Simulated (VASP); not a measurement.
# C (C2/m) in VASP: G0W0 quasiparticle levels with PBEsol

Aim: the G0W0 quasiparticle levels of C with PBEsol.

Everything below comes from runs of VASP 6.6.1. Logs are shortened: lines on timing, memory, paths and dates and some standing lists are left out, and cuts for length are marked.

## 1. The cell of the first run

Symmetry: C2/m, No. 12, monoclinic system. Conventional cell: a = 4.255 Å, b = 2.457 Å, c = 3.765 Å, α = 90.00°, β = 111.49°, γ = 90.00°. C (site symmetry m) has 3 C at 1.42 Å within 1.9 Å.

## 2. G0W0 quasiparticle levels, PBEsol

Input file POSCAR:

```
C
1.0
    2.1273203072     -1.2282824400      0.0000000000
    2.1273203072      1.2282824400      0.0000000000
   -1.3790696309      0.0000000000      3.5028300786
C
2
Direct
    0.1666444700      0.1666444700      0.9999069600
    0.8333555300      0.8333555300      0.0000930400
```

Input file INCAR.step1:

```
SYSTEM = C
PREC     = Accurate       ! precision mode
ENCUT    = 500            ! plane-wave cutoff, eV
EDIFF    = 1E-8           ! SCF threshold, eV
ISMEAR   = 0              ! smearing method
SIGMA    = 0.01           ! smearing width, eV
LREAL    = .False.        ! projectors in reciprocal space
LASPH    = .True.         ! aspherical terms in the spheres
NELM     = 60             ! most SCF steps
ALGO     = Normal         ! electronic algorithm
LWAVE    = .True.         ! write WAVECAR
LCHARG   = .False.        ! write CHGCAR
GGA      = PS             ! functional
```

Input file INCAR.step2:

```
SYSTEM = C
PREC     = Accurate       ! precision mode
ENCUT    = 500            ! plane-wave cutoff, eV
EDIFF    = 1E-8           ! SCF threshold, eV
ISMEAR   = 0              ! smearing method
SIGMA    = 0.01           ! smearing width, eV
LREAL    = .False.        ! projectors in reciprocal space
LASPH    = .True.         ! aspherical terms in the spheres
NELM     = 1              ! most SCF steps
ALGO     = Exact          ! electronic algorithm
LWAVE    = .True.         ! write WAVECAR
LCHARG   = .False.        ! write CHGCAR
GGA      = PS             ! functional
NBANDS   = 58             ! bands
LOPTICS  = .True.         ! frequency-dependent dielectric function
ISTART   = 1
```

Input file INCAR.step3:

```
SYSTEM = C
PREC     = Accurate       ! precision mode
ENCUT    = 500            ! plane-wave cutoff, eV
EDIFF    = 1E-8           ! SCF threshold, eV
ISMEAR   = 0              ! smearing method
SIGMA    = 0.01           ! smearing width, eV
LREAL    = .False.        ! projectors in reciprocal space
LASPH    = .True.         ! aspherical terms in the spheres
ALGO     = EVGW0          ! electronic algorithm
LWAVE    = .False.        ! write WAVECAR
LCHARG   = .False.        ! write CHGCAR
GGA      = PS             ! functional
NELMGW   = 1            
NBANDS   = 58             ! bands
ENCUTGW  = 120.0          ! cutoff of the response function
NOMEGA   = 48             ! frequency points
PRECFOCK = Fast         
ISTART   = 1            
NBANDSGW = 12
```

Input file KPOINTS:

```
Automatic mesh
0
Gamma
  8 8 4
  0 0 0
```

Potentials or basis: VASP PAW PBE potentials, release 64 (C_GW).

On the command line:

```bash
cat potpaw_PBE.64/C_GW/POTCAR > POTCAR
cp INCAR.step1 INCAR
mpirun -np 1 vasp_std > vasp.out
cp INCAR.step2 INCAR
mpirun -np 1 vasp_std > vasp.out
cp INCAR.step3 INCAR
mpirun -np 1 vasp_std > vasp.out
```

OUTCAR:

```text
SYSTEM = C
   PREC = Accurate
   ENCUT = 500
   EDIFF = 1E-8
   ISMEAR = 0
   LREAL = .False.
   LASPH = .True.
   GGA = PS
   NELMGW = 1
   ENCUTGW = 120.0
   PRECFOCK = Fast
   ISTART = 1

 ion  position               nearest neighbor table
   1  0.167  0.167  1.000-   2 1.42   2 1.42   2 1.42
   2  0.833  0.833  0.000-   1 1.42   1 1.42   1 1.42

  LATTYP: Found a base centered monoclinic cell.
 ALAT       =     4.2546406144
 B/A-ratio  =     0.5773848141
 C/A-ratio  =     0.8848045598
 COS(beta)  =    -0.3663329314

  Lattice vectors:

 A1 = (   2.1273203072,  -1.2282824400,   0.0000000000)
 A2 = (   2.1273203072,   1.2282824400,   0.0000000000)
 A3 = (  -1.3790696309,   0.0000000000,   3.5028300786)

Analysis of symmetry for initial positions (statically):
=====================================================================
 Subroutine PRICEL returns:
 Original cell was already a primitive cell.

 Routine SETGRP: Setting up the symmetry group for a
 base centered monoclinic supercell.

 Subroutine GETGRP returns: Found  4 space group operations
 (whereof  4 operations were pure point group operations)
 out of a pool of  4 trial point group operations.

The static configuration has the point symmetry C_2h.

Analysis of symmetry for dynamics (positions and initial velocities):
=====================================================================
 Subroutine PRICEL returns:
 Original cell was already a primitive cell.

 Routine SETGRP: Setting up the symmetry group for a
 base centered monoclinic supercell.

 Subroutine GETGRP returns: Found  4 space group operations
 (whereof  4 operations were pure point group operations)
 out of a pool of  4 trial point group operations.

The dynamic configuration has the point symmetry C_2h.

 Subroutine INISYM returns: Found  4 space group operations
 (whereof  4 operations are pure point group operations),
 and found     1 'primitive' translations

----------------------------------------------------------------------------------------

                                     Primitive cell

  volume of cell :      18.3054

  direct lattice vectors                    reciprocal lattice vectors
     2.127320307 -1.228282440  0.000000000     0.235037478 -0.407072497  0.092534619
     2.127320307  1.228282440  0.000000000     0.235037478  0.407072497  0.092534619
    -1.379069631  0.000000000  3.502830079     0.000000000  0.000000000  0.285483446

  length of vectors
     2.456454649  2.456454649  3.764525416     0.479075453  0.479075453  0.285483446

  position of ions in fractional coordinates (direct lattice)
     0.166644470  0.166644470  0.999906960
     0.833355530  0.833355530  0.000093040

  ion indices of the primitive-cell ions
   primitive index   ion index
                 1           1
                 2           2

----------------------------------------------------------------------------------------

 KPOINTS: Automatic mesh

Automatic generation of k-mesh.
 Grid dimensions read from file:
 generate k-points for:    8    8    4

 Generating k-lattice:

  Cartesian coordinates                     Fractional coordinates (reciprocal lattice)
     0.029379685 -0.050884062  0.011566827     0.125000000 -0.000000000  0.000000000
     0.029379685  0.050884062  0.011566827    -0.000000000  0.125000000  0.000000000
     0.000000000  0.000000000  0.071370861     0.000000000  0.000000000  0.250000000

  Length of vectors
     0.059884432  0.059884432  0.071370861

  Shift w.r.t. Gamma in fractional coordinates (k-lattice)
     0.000000000  0.000000000  0.000000000

 Subroutine IBZKPT returns following result:
 ===========================================

 Found     78 irreducible k-points:

 Following reciprocal coordinates:
            Coordinates               Weight
  0.000000  0.000000  0.000000      1.000000
  0.125000 -0.000000  0.000000      4.000000
  0.250000 -0.000000  0.000000      4.000000
  0.375000  0.000000 -0.000000      4.000000
  0.500000 -0.000000  0.000000      2.000000
  0.125000  0.125000 -0.000000      2.000000
[... 16 lines left out ...]
  0.125000 -0.000000  0.250000      4.000000
  0.250000 -0.000000  0.250000      4.000000
 [... further k-points ...]
   k-points           NKPTS =     78   k-points in BZ     NKDIM =    256   number of bands    NBANDS=     58
   number of dos      NEDOS =    301   number of ions     NIONS =      2
   total plane-waves  NPLWV =   9072
   dimension x,y,z NGX =    18 NGY =   18 NGZ =   28
   dimension x,y,z NGXF=    36 NGYF=   36 NGZF=   56
   ions per type =               2
   NGX,Y,Z   is equivalent  to a cutoff of  12.18, 12.18, 12.37 a.u.
   NGXF,Y,Z  is equivalent  to a cutoff of  24.36, 24.36, 24.73 a.u.
 SYSTEM =  C
   PREC   = accura    normal or accurate (medium, high low for compatibility)
   ISTART =      1    job   : 0-new  1-cont  2-samecut
   ICHARG =      0    charge: 1-file 2-atom 10-const
   ISPIN  =      1    spin polarized calculation?
   LNONCOLLINEAR =      F non collinear calculations
   LSORBIT =      F    spin-orbit coupling
   LASPH  =      T    aspherical Exc in radial PAW
   ENCUT  =  500.0 eV  36.75 Ry    6.06 a.u.   4.48  4.48  6.86*2*pi/ulx,y,z
   NELM   =     60;   NELMIN=  2; NELMDL=  0     # of ELM steps
   EDIFF  = 0.1E-07   stopping-criterion for ELM
   LREAL  =      F    real-space projection
   EDIFFG = 0.1E-06   stopping-criterion for IOM
   NSW    =      0    number of steps for IOM
   IBRION =     -1    ionic relax: 0-MD 1-quasi-New 2-CG
   NFREE  =      0    steps in history (QN), initial steepest desc. (CG)
   ISIF   =      0    stress and relaxation
   ISYM   =      3    0-nonsym 1-usesym 2-fastsym
   POTIM  = 0.5000    time-step for ionic-motion
   TEBEG  =    0.0;   TEEND  =   0.0 temperature during run
   PSTRESS=    0.0 pullay stress
   NELECT =       8.0000    total number of electrons
   NUPDOWN=      -1.0000    fix difference up-down
   EMIN   =  10.00;   EMAX   =-10.00  energy-range for DOS
   EFERMI =   0.00;   METHOD = LEGACY
   ISMEAR =     0;   SIGMA  =   0.01  broadening in eV -4-tet -1-fermi 0-gaus
   EFERMI_NEDOS =   21; number of points for ismear=-14 and -15
   IALGO  =     38    algorithm
   IMIX   =      4    mixing-type and parameters
     AMIX     =   0.40;   BMIX     =  1.00
     AMIX_MAG =   1.60;   BMIX_MAG =  1.00
  volume/ion in A,a.u.               =       9.15        61.77
  Fermi-wavevector in a.u.,A,eV,Ry     =   1.242352  2.347705 20.999765  1.543439
  Thomas-Fermi vector in A             =   2.376710
   LORBIT       =      0    0 simple, 1 ext, 2 COOP (PROOUT), +10 PAW based schemes
   GGA     = PS    functional components
   LHFCALC =     T    Hartree Fock is set to
   PRECFOCK=fast      Normal, Fast or Accurate (Low or Medium for compatibility)
   ENCUT4O =  -1.0   cutoff for four orbital integrals eV
   NKREDX  =     1    reduce k-point grid by
   NKREDY  =     1    reduce k-point grid by
   NKREDZ  =     1    reduce k-point grid by
   AEXX    =    1.0000 exact exchange contribution
   HFSCREEN=    0.0000 screening length (either q_TF or 0.3 A-1)
   HFSCREENC=   0.0000 screening length for correlation (either q_TF or 0.3 A-1)
   ENCUTFOCK=  -1.0 apply spherical cutoff to Coloumb kernel
   IVDW    =     0    specifies the selected vdW correction
   LEPSILON=     F    determine dielectric tensor
   LRPA    =     F    only Hartree local field effects (RPA)
   LRPAFORCE           =     F    calculate RPA forces
   ENCUTGW             = 120.0    cutoff for response function in eV
   ENCUTGWSOFT         =  96.0    soft cutoff for Coulomb kernel in GW response function in eV
   ENCUTLF             =  -1.0    cutoff for local field effects
   NELMGW              =     1    number of iterations in solving QP/BSE equation
   NELMHF              =     1    number of iterations in the inner HF iteration
   NKREDLFX            =     1    NKREDLFY  =   1   NKREDLFZ  =   1
 non-spin polarized calculation
 Gauss-broadening in eV      SIGMA  =   0.01
  energy-cutoff  :      500.00
  volume of cell :       18.31
 maximum number of plane-waves:       476
 NGX is ok and might be reduce to    18
  NGX = 10; NGY = 10; NGZ = 16
   NGX =  9   NGY =  9   NGZ = 13
 maximum number of plane-waves:        62
 NGX is ok and might be reduce to    10

 QP shifts <psi_nk| G(iteration)W_0 |psi_nk>: iteration 1
 for sc-GW calculations column KS-energies equals QP-energies in previous step
 and V_xc(KS)=  KS-energies - (<T + V_ion + V_H > + <T+V_H+V_ion>^1  + <V_x>^1)

 k-point   1 :       0.0000    0.0000    0.0000
  band No.  KS-energies  QP-energies   sigma(KS)   V_xc(KS)     V^pw_x(r,r')   Z            occupation Imag(sigma)

      1     -15.3523     -16.3638     -16.5913     -15.0621     -25.3030       0.6615       2.0000       1.6224
      2      -2.5568      -3.0158     -14.3002     -13.6428     -18.4150       0.6981       2.0000       0.5547
      3       1.3318       0.8132     -17.8891     -17.2045     -21.0629       0.7575       2.0000       0.1680
      4       1.3351       0.8182     -17.8878     -17.2055     -21.0610       0.7575       2.0000       0.1678
      5       8.0142       8.0318      -7.4907      -7.5126      -3.2859       0.8054       0.0000      -0.1440
      6      12.7137      14.0849     -13.7711     -15.5717      -8.6248       0.7615       0.0000      -0.1777
      7      12.7159      14.0894     -13.7720     -15.5759      -8.6253       0.7614       0.0000      -0.1779
      8      15.8491      17.1108     -13.9629     -15.5954      -5.8759       0.7729       0.0000      -1.4226
      9      17.2685      18.1606     -14.6524     -15.8601      -7.5810       0.7387       0.0000      -0.6709
     10      26.8311      27.5905     -10.2585     -11.2548      -3.3860       0.7622       0.0000      -0.7967
     11      28.3389      29.0322      -9.5810     -10.4667      -2.4792       0.7828       0.0000      -1.1394
     12      31.8978      32.7471      -9.9371     -10.9664      -3.6253       0.8250       0.0000      -1.3472

 k-point   2 :       0.1250   -0.0000    0.0000
  band No.  KS-energies  QP-energies   sigma(KS)   V_xc(KS)     V^pw_x(r,r')   Z            occupation Imag(sigma)
[... 353 lines left out ...]
      1     -13.7220     -14.7859     -16.8872     -15.3522     -25.0188       0.6931       2.0000       1.4364
      2      -3.1211      -3.8627     -17.3812     -16.3732     -21.8924       0.7357       2.0000       0.4254
      3      -2.0256      -2.5555     -13.4070     -12.6851     -17.0914       0.7341       2.0000       0.5896
      4      -0.7107      -1.2922     -17.6150     -16.8291     -21.3485       0.7399       2.0000       0.2317
      5      11.8647      12.8136     -13.3802     -14.6351      -6.9247       0.7561       0.0000      -0.7457
      6      12.4175      13.4545     -13.1187     -14.4824      -7.9103       0.7605       0.0000      -0.2003
      7      13.4756      13.8073      -8.9626      -9.3849      -3.6710       0.7853       0.0000      -0.3654
      8      17.8460      19.3864     -14.1572     -16.1595      -7.7218       0.7694       0.0000      -0.5979
      9      19.3217      20.3283     -13.3088     -14.6529      -6.3789       0.7488       0.0000      -0.7785
     10      23.4699      24.1962      -9.4205     -10.3417      -3.2948       0.7885       0.0000      -0.7809
     11      26.7978      27.5834      -9.0703     -10.0490      -2.8286       0.8027       0.0000      -0.9599
     12      27.1601      27.8915      -9.1600     -10.0628      -3.3599       0.8101       0.0000      -0.9049

 [... further k-points ...]
```

Wall time 24 min (1 thread of Intel Xeon Platinum 8175M at 2.50GHz (Skylake/Cascade Lake), shared host); peak memory 0.49 GiB.

What came out:

```yaml
Quasiparticle_gap: 2.21 eV
Least_direct_quasiparticle_gap: 2.21 eV
Band_gap_of_the_starting_levels_on_the_mesh: 1.67 eV
Least_direct_gap_of_the_starting_levels_on_the_mesh: 1.67 eV
```

Caveat: the k points lie up to 0.45 Å⁻¹ apart; bands, screening cutoff and mesh are small and nothing is extrapolated, so the quasiparticle values aren't converged.
